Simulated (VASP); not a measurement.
SiC (Moissanite 3C), 2 atoms in the cell. It takes space group F-43m (No. 216, cubic). Conventional cell: a = 4.423 Å, b = 4.423 Å, c = 4.423 Å, α = 90.00°, β = 90.00°, γ = 90.00°. Si (site symmetry -43m) has 4 C at 1.92 Å within 2.5 Å. Within 2.5 Å of C (site symmetry -43m) lie 4 Si at 1.92 Å.  This cell differs from its parent crystal: volume scaled by 1.03.

- Program: VASP 6.6.1
- Task: single point
- Functional: PBE
- Potentials or basis: VASP PAW PBE potentials, release 64 (Si, C)
- Cutoff: 520 eV
- k mesh: 10 × 10 × 10
- Occupations: gaussian, width 0.02 eV
- Spin: no spin polarisation
- Dipole correction: no
- Further INCAR settings: ALGO = Normal; EDIFF = 1e-06; NBANDS = 11

Potentials or basis: VASP PAW PBE potentials, release 64 (Si, C).

Command:

```sh
$ cat potpaw_PBE.64/Si/POTCAR potpaw_PBE.64/C/POTCAR > POTCAR
$ mpirun -np 1 vasp_std > vasp.out
```

Hardware: 1 thread of AMD EPYC 7R43 64-Core Processor (Zen 3), with other jobs on the host.

Q: How long does it take, and how much memory?

A: Wall time 13 s on 1 thread of AMD EPYC 7R43 64-Core Processor (Zen 3), with other jobs on the host, peak memory 0.1 GiB. Counts: scf iterations 12, k points 47.
